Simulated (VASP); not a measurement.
Os: single point with PBEsol

Crystal: Os.

```
Os
1.0
     1.02917    2.57291    2.57291
     2.57291    1.02917    2.57291
     2.57291    2.57291    1.02917
Os
1
Direct
  0.00000 0.00000 0.00000
```

This cell differs from its parent crystal: ratio of the length along [111] to the lengths across it x 2.0, volume and fractional coordinates fixed.

```json
{"Program": "VASP 6.6.1", "Task": "single point", "Functional": "PBEsol", "Potentials or basis": "VASP PAW PBE potentials, release 64 (Os)", "Cutoff": "520 eV", "k mesh": "24 × 24 × 24", "Occupations": "gaussian, width 0.15 eV", "Spin": "no spin polarisation", "Dipole correction": "no", "Further INCAR settings": "ALGO = Fast; EDIFF = 1e-06; NBANDS = 10"}
```

```yaml
Pressure: 217.0 GPa
Band_gap_on_the_k_mesh: zero (band 4 reaches 10.25 eV, above the bottom of band 5 at 5.54 eV)
```

Stress tensor (GPa, compression positive):
```
 217.03 -109.32 -109.32
-109.32  217.03 -109.32
-109.32 -109.32  217.03
```

Levels at points of the mesh, in eV from the Fermi level:
| k point | band 1 | band 2 | band 3 | band 4 | band 5 | band 6 | band 7 | band 8 |
| --- | --- | --- | --- | --- | --- | --- | --- | --- |
| (0.00, 0.00, 0.00) | -11.52 | -7.44 | -4.43 | -4.43 | 3.94 | 3.94 | 4.40 | 14.58 |
| (0.50, 0.00, 0.00) | -12.01 | -8.21 | -0.74 | 1.10 | 4.36 | 8.62 | 11.82 | 14.63 |
| (0.50, 0.50, 0.00) | -12.01 | -8.54 | 0.37 | 1.29 | 5.40 | 8.62 | 9.40 | 13.99 |
| (0.50, 0.50, 0.50) | -11.30 | -4.43 | -4.43 | -3.19 | -3.08 | 3.99 | 3.99 | 16.83 |

It took 2.3 min on 1 thread of Intel(R) Xeon(R) 6975P-C (Granite Rapids), on a shared host, peak memory 0.34 GiB.

Caveat: the PAW data sets were made with another functional, which shifts forces and pressure a little; spin-orbit coupling is left out, which moves the levels of the heavy elements.
